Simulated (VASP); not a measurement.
# Na (Pm-3m) in VASP: notebook

The runs below take Na through single point, with LDA.

Everything below comes from runs of VASP 6.6.1. Logs are shortened: lines on timing, memory, paths and dates and some standing lists are left out, and cuts for length are marked.

**1. The cell of the first run**

It takes space group Pm-3m (No. 221, cubic). The conventional cell has a = 3.293 Å, b = 3.293 Å, c = 3.293 Å, α = 90.00°, β = 90.00°, γ = 90.00°. Within 4.3 Å of Na (site symmetry m-3m) lie 6 Na at 3.29 Å.

This isn't the form of Na at room conditions, which is bcc.

**2. Single point, LDA**

The input, INCAR:

```
PREC = Accurate
ENCUT = 520
EDIFF = 1E-6
ISMEAR = -1
SIGMA = 0.05
LREAL = False
LASPH = True
NELM = 80
ALGO = Normal
ISIF = 2
LWAVE = False
LCHARG = False
NBANDS = 10
```

The input, KPOINTS:

```
Automatic mesh
0
Gamma
  12 12 12
```

The input, POSCAR:

```
Na
1.0
    3.2932823598      0.0000000000      0.0000000000
    0.0000000000      3.2932823598      0.0000000000
    0.0000000000      0.0000000000      3.2932823598
Na
1
Direct
    0.0000000000      0.0000000000      0.0000000000
```

Potentials or basis: VASP PAW LDA potentials, release 64 (Na_pv).

On the command line:

```
$ cat potpaw_LDA.64/Na_pv/POTCAR > POTCAR
$ mpirun -np 1 vasp_std > vasp.out
```

OUTCAR:

```text
PREC = Accurate
   ENCUT = 520
   EDIFF = 1E-6
   ISMEAR = -1
   LREAL = False
   LASPH = True
   NELM = 80
   ISIF = 2

 ion  position               nearest neighbor table
   1  0.000  0.000  0.000-

  LATTYP: Found a simple cubic cell.
 ALAT       =     3.2932823598

  Lattice vectors:

 A1 = (   3.2932823598,   0.0000000000,   0.0000000000)
 A2 = (   0.0000000000,   3.2932823598,   0.0000000000)
 A3 = (   0.0000000000,   0.0000000000,   3.2932823598)

Analysis of symmetry for initial positions (statically):
=====================================================================
 Subroutine PRICEL returns:
 Original cell was already a primitive cell.

 Routine SETGRP: Setting up the symmetry group for a
 simple cubic supercell.

 Subroutine GETGRP returns: Found 48 space group operations
 (whereof 48 operations were pure point group operations)
 out of a pool of 48 trial point group operations.

The static configuration has the point symmetry O_h .

Analysis of symmetry for dynamics (positions and initial velocities):
=====================================================================
 Subroutine PRICEL returns:
 Original cell was already a primitive cell.

 Routine SETGRP: Setting up the symmetry group for a
 simple cubic supercell.

 Subroutine GETGRP returns: Found 48 space group operations
 (whereof 48 operations were pure point group operations)
 out of a pool of 48 trial point group operations.

The dynamic configuration has the point symmetry O_h .

 Subroutine INISYM returns: Found 48 space group operations
 (whereof 48 operations are pure point group operations),
 and found     1 'primitive' translations

----------------------------------------------------------------------------------------

                                     Primitive cell

  volume of cell :      35.7180

  direct lattice vectors                    reciprocal lattice vectors
     3.293282360  0.000000000  0.000000000     0.303648425  0.000000000  0.000000000
     0.000000000  3.293282360  0.000000000     0.000000000  0.303648425  0.000000000
     0.000000000  0.000000000  3.293282360     0.000000000  0.000000000  0.303648425

  length of vectors
     3.293282360  3.293282360  3.293282360     0.303648425  0.303648425  0.303648425

  position of ions in fractional coordinates (direct lattice)
     0.000000000  0.000000000  0.000000000

  ion indices of the primitive-cell ions
   primitive index   ion index
[... 76 lines left out ...]
   NSW    =      0    number of steps for IOM
   IBRION =     -1    ionic relax: 0-MD 1-quasi-New 2-CG
   NFREE  =      0    steps in history (QN), initial steepest desc. (CG)
   ISIF   =      2    stress and relaxation
   ISYM   =      2    0-nonsym 1-usesym 2-fastsym
   POTIM  = 0.5000    time-step for ionic-motion
   TEBEG  =    0.0;   TEEND  =   0.0 temperature during run
   PSTRESS=    0.0 pullay stress
   NELECT =       7.0000    total number of electrons
   NUPDOWN=      -1.0000    fix difference up-down
   EMIN   =  10.00;   EMAX   =-10.00  energy-range for DOS
   EFERMI =   0.00;   METHOD = LEGACY
   ISMEAR =    -1;   SIGMA  =   0.05  broadening in eV -4-tet -1-fermi 0-gaus
   EFERMI_NEDOS =   21; number of points for ismear=-14 and -15
   IALGO  =     38    algorithm
   IMIX   =      4    mixing-type and parameters
     AMIX     =   0.40;   BMIX     =  1.00
     AMIX_MAG =   1.60;   BMIX_MAG =  1.00
  volume/ion in A,a.u.               =      35.72       241.04
  Fermi-wavevector in a.u.,A,eV,Ry     =   0.950923  1.796983 12.303122  0.904254
  Thomas-Fermi vector in A             =   2.079345
   LORBIT       =      0    0 simple, 1 ext, 2 COOP (PROOUT), +10 PAW based schemes
   GGA     = CA    functional components
   LHFCALC =     F    Hartree Fock is set to
   AEXX    =    0.0000 exact exchange contribution
   IVDW    =     0    specifies the selected vdW correction
   LEPSILON=     F    determine dielectric tensor
   LRPA    =     F    only Hartree local field effects (RPA)
 non-spin polarized calculation
  energy-cutoff  :      520.00
  volume of cell :       35.72
 maximum number of plane-waves:       976
   NGX = 13   NGY = 13   NGZ = 13

 number of electron       7.0000018 magnetization

 Free energy of the ion-electron system (eV)
  ---------------------------------------------------
  ext. energy  EPLUGINS =         0.00000000
  ---------------------------------------------------
  free energy    TOTEN  =        -1.33321472 eV

  energy without entropy =       -1.32875725  energy(sigma->0) =       -1.33098599

 E-fermi :   0.2863     XC(G=0):  -6.8231

 val. band max:        0.2051039198   @ k =   0.3333   0.2500   0.2500
 cond. band min:       0.2977119937   @ k =   0.4167   0.2500   0.0833
 fundamental gap:      0.0926080739
 Fermi energy:         0.2862971528

 k-point     1 :       0.0000    0.0000    0.0000
  band No.  band energies     occupation
      1     -24.8027      2.00000
      2     -24.8027      2.00000
      3     -24.8027      2.00000
      4      -3.0868      2.00000
      5       8.8996      0.00000
      6       8.8996      0.00000
      7      10.4070      0.00000
      8      10.4070      0.00000
      9      10.4070      0.00000
     10      13.6285      0.00000
[... 287 lines left out ...]
 k-point    24 :       0.4167    0.3333    0.0000
  band No.  band energies     occupation
      1     -24.8597      2.00000
      2     -24.8462      2.00000
      3     -24.7932      2.00000
      4       0.8569      0.00002
      5       3.0604      0.00000
      6       5.3209      0.00000
      7       7.4645      0.00000
      8      13.5860      0.00000
      9      14.5847      0.00000
     10      15.3310      0.00000

 [... further k-points ...]

------------------------ aborting loop because EDIFF is reached ----------------------------------------

  FORCE on cell =-STRESS in cart. coord.  units (eV):
  Direction    XX          YY          ZZ          XY          YZ          ZX
  --------------------------------------------------------------------------------------
  -------------------------------------------------------------------------------------
  Total       -0.0079721     -0.0079721     -0.0079721      0.0000000      0.0000000     -0.0000000
  in kB       -0.3575983     -0.3575983     -0.3575983      0.0000000      0.0000000     -0.0000000
  external PRESSURE =      -0.3575983 kB  Pullay stress =       0.0000000 kB

 VOLUME and BASIS-vectors are now :
 -----------------------------------------------------------------------------
  energy-cutoff  :      520.00
  volume of cell :       35.72
      direct lattice vectors                 reciprocal lattice vectors
     3.293282360  0.000000000  0.000000000     0.303648425  0.000000000  0.000000000
     0.000000000  3.293282360  0.000000000     0.000000000  0.303648425  0.000000000
     0.000000000  0.000000000  3.293282360     0.000000000  0.000000000  0.303648425

 POSITION                                       TOTAL-FORCE (eV/Angst)
 -----------------------------------------------------------------------------------
      0.00000      0.00000      0.00000         0.000000      0.000000      0.000000
 -----------------------------------------------------------------------------------
    total drift:                                0.000000     -0.000000      0.000000

  FREE ENERGIE OF THE ION-ELECTRON SYSTEM (eV)
  ---------------------------------------------------
  free  energy   TOTEN  =        -1.3332147237 eV

  energy  without entropy=       -1.3287572479  energy(sigma->0) =       -1.33098599
```

stdout:

```text
POSCAR found type information on POSCAR Na
 POSCAR found :  1 types and       1 ions
 scaLAPACK will be used
 LDA part: xc-table for (Slater(with rela. corr.)+CA(PZ))
 , standard interpolation
 POSCAR, INCAR and KPOINTS ok, starting setup
 FFT: planning ... GRIDC
 FFT: planning ... GRID_SOFT
 FFT: planning ... GRID
 WAVECAR not read
 entering main loop
```

It took 5.7 s on 1 thread of Intel Xeon Platinum 8375C at 2.90GHz (Ice Lake), shared host; peak memory 0.13 GiB.

What came out:

```
Free energy            : -1.3332 eV
Pressure               : 0.0 GPa
Band gap on the k mesh : zero (an odd number of electrons rules out a gap without spin polarisation)
```

**3. Single point, LDA (35.72 Å³/atom)**

The input, INCAR:

```
ALGO = Normal ; EDIFF = 1E-6
ENCUT = 520 ; GGA = CA
ISIF = 2 ; ISMEAR = -1
LASPH = True ; LCHARG = False
LREAL = False ; LWAVE = False
NBANDS = 10 ; NELM = 60
PREC = Accurate ; SIGMA = 0.05
```

The input, KPOINTS:

```
k-points
0
Gamma
  12 12 12
```

POSCAR is that of step 2.

Potentials or basis: VASP PAW LDA potentials, release 64 (Na_pv).

On the command line:

```
$ cat potpaw_LDA.64/Na_pv/POTCAR > POTCAR
$ mpirun -np 1 vasp_std > vasp.out
```

OUTCAR:

```text
EDIFF = 1E-6
   ENCUT = 520
   GGA = CA
   ISIF = 2
   ISMEAR = -1
   LASPH = True
   LREAL = False
   NELM = 60
   PREC = Accurate

 ion  position               nearest neighbor table
   1  0.000  0.000  0.000-

  LATTYP: Found a simple cubic cell.
 ALAT       =     3.2932823598

  Lattice vectors:

 A1 = (   3.2932823598,   0.0000000000,   0.0000000000)
 A2 = (   0.0000000000,   3.2932823598,   0.0000000000)
 A3 = (   0.0000000000,   0.0000000000,   3.2932823598)

Analysis of symmetry for initial positions (statically):
=====================================================================
 Subroutine PRICEL returns:
 Original cell was already a primitive cell.

 Routine SETGRP: Setting up the symmetry group for a
 simple cubic supercell.

 Subroutine GETGRP returns: Found 48 space group operations
 (whereof 48 operations were pure point group operations)
 out of a pool of 48 trial point group operations.

The static configuration has the point symmetry O_h .

Analysis of symmetry for dynamics (positions and initial velocities):
[... 163 lines left out ...]
 k-point     1 :       0.0000    0.0000    0.0000
  band No.  band energies     occupation
      1     -24.8027      2.00000
      2     -24.8027      2.00000
      3     -24.8027      2.00000
      4      -3.0868      2.00000
      5       8.8996      0.00000
      6       8.8996      0.00000
      7      10.4070      0.00000
      8      10.4070      0.00000
      9      10.4070      0.00000
     10      13.6285      0.00000
[... 287 lines left out ...]
 k-point    24 :       0.4167    0.3333    0.0000
  band No.  band energies     occupation
      1     -24.8597      2.00000
      2     -24.8462      2.00000
      3     -24.7932      2.00000
      4       0.8569      0.00002
      5       3.0604      0.00000
      6       5.3209      0.00000
      7       7.4645      0.00000
      8      13.5860      0.00000
      9      14.5847      0.00000
     10      15.3310      0.00000

 [... further k-points ...]

------------------------ aborting loop because EDIFF is reached ----------------------------------------

  FORCE on cell =-STRESS in cart. coord.  units (eV):
  Direction    XX          YY          ZZ          XY          YZ          ZX
  --------------------------------------------------------------------------------------
  -------------------------------------------------------------------------------------
  Total       -0.0079721     -0.0079721     -0.0079721      0.0000000      0.0000000     -0.0000000
  in kB       -0.3575983     -0.3575983     -0.3575983      0.0000000      0.0000000     -0.0000000
  external PRESSURE =      -0.3575983 kB  Pullay stress =       0.0000000 kB

 VOLUME and BASIS-vectors are now :
 -----------------------------------------------------------------------------
  energy-cutoff  :      520.00
  volume of cell :       35.72
      direct lattice vectors                 reciprocal lattice vectors
     3.293282360  0.000000000  0.000000000     0.303648425  0.000000000  0.000000000
     0.000000000  3.293282360  0.000000000     0.000000000  0.303648425  0.000000000
     0.000000000  0.000000000  3.293282360     0.000000000  0.000000000  0.303648425

 POSITION                                       TOTAL-FORCE (eV/Angst)
 -----------------------------------------------------------------------------------
      0.00000      0.00000      0.00000         0.000000      0.000000      0.000000
 -----------------------------------------------------------------------------------
    total drift:                                0.000000     -0.000000      0.000000

  FREE ENERGIE OF THE ION-ELECTRON SYSTEM (eV)
  ---------------------------------------------------
  free  energy   TOTEN  =        -1.3332147237 eV

  energy  without entropy=       -1.3287572479  energy(sigma->0) =       -1.33098599
```

OSZICAR:

```text
N       E                     dE             d eps       ncg     rms          rms(c)
DAV:   1     0.297381271361E+02    0.29738E+02   -0.37989E+03  1684   0.579E+02
DAV:   2    -0.691105330355E+00   -0.30429E+02   -0.30217E+02  1738   0.153E+02
DAV:   3    -0.133176030462E+01   -0.64065E+00   -0.64026E+00  2048   0.237E+01
DAV:   4    -0.133682828130E+01   -0.50680E-02   -0.50675E-02  1972   0.204E+00
DAV:   5    -0.133690338513E+01   -0.75104E-04   -0.75103E-04  1956   0.241E-01    0.217E-01
DAV:   6    -0.133469864115E+01    0.22047E-02   -0.10126E-03  2042   0.409E-01    0.142E-01
DAV:   7    -0.133323936266E+01    0.14593E-02   -0.15673E-03  2034   0.419E-01    0.241E-02
DAV:   8    -0.133321409403E+01    0.25269E-04   -0.12602E-04  1922   0.181E-01    0.374E-03
DAV:   9    -0.133321472372E+01   -0.62969E-06   -0.78664E-07  1508   0.946E-03
   1 F= -.13332147E+01 E0= -.13309860E+01  d E =-.445748E-02
```

It took 5.3 s on 1 thread of Intel Xeon Platinum 8375C at 2.90GHz (Ice Lake), shared host; peak memory 0.13 GiB.

What came out:

```yaml
Free_energy: -1.3332 eV
Pressure: 0.0 GPa
Band_gap_on_the_k_mesh: zero (an odd number of electrons rules out a gap without spin polarisation)
```

Levels at points of the mesh, in eV from the Fermi level:
```tsv
k point	band 1	band 2	band 3	band 4	band 5	band 6	band 7
(0.00, 0.00, 0.00)	-25.09	-25.09	-25.09	-3.37	8.61	8.61	10.12
(0.50, 0.00, 0.00)	-25.16	-25.08	-25.08	0.03	0.19	10.97	12.55
(0.50, 0.50, 0.00)	-25.15	-25.15	-25.08	3.15	3.15	3.34	4.26
(0.50, 0.50, 0.50)	-25.14	-25.14	-25.14	6.14	6.14	6.14	6.31
```

**4. Single point, LDA**

This run uses another cell than the first one, of 17.86 Å³/atom.

The input, INCAR:

```
PREC = Accurate
ENCUT = 520
EDIFF = 1E-7
ISMEAR = -1
SIGMA = 0.05
LREAL = False
LASPH = True
NELM = 60
ALGO = Normal
ISIF = 2
LWAVE = False
LCHARG = True
LELF = True
LVHAR = True
NBANDS = 10
```

The input, KPOINTS:

```
regular mesh
0
Gamma
  18 18 18
```

The input, POSCAR:

```
Na
1.0
    2.6138799412      0.0000000000      0.0000000000
    0.0000000000      2.6138799412      0.0000000000
    0.0000000000      0.0000000000      2.6138799412
Na
1
Direct
    0.0000000000      0.0000000000      0.0000000000
```

On the command line:

```
$ cat potpaw_LDA.64/Na_pv/POTCAR > POTCAR
$ mpirun -np 1 vasp_std > vasp.out
```

Wall time 13 s (1 thread of Intel Xeon Platinum 8375C at 2.90GHz (Ice Lake), shared host); peak memory 0.14 GiB.

Results (log left out):

```
Free energy            : -0.7419 eV
Pressure               : 18.7 GPa
Band gap on the k mesh : zero (an odd number of electrons rules out a gap without spin polarisation)
```

Levels at points of the mesh, in eV from the Fermi level:
```tsv
k point	band 1	band 2	band 3	band 4	band 5	band 6
(0.00, 0.00, 0.00)	-25.18	-25.18	-25.18	-5.14	11.89	11.89
(0.50, 0.00, 0.00)	-25.70	-25.14	-25.14	-0.20	1.05	15.60
(0.50, 0.50, 0.00)	-25.60	-25.60	-25.10	3.49	5.23	5.23
(0.50, 0.50, 0.50)	-25.52	-25.52	-25.52	7.96	7.96	7.96
```

Caveat: the cell stands under pressure.
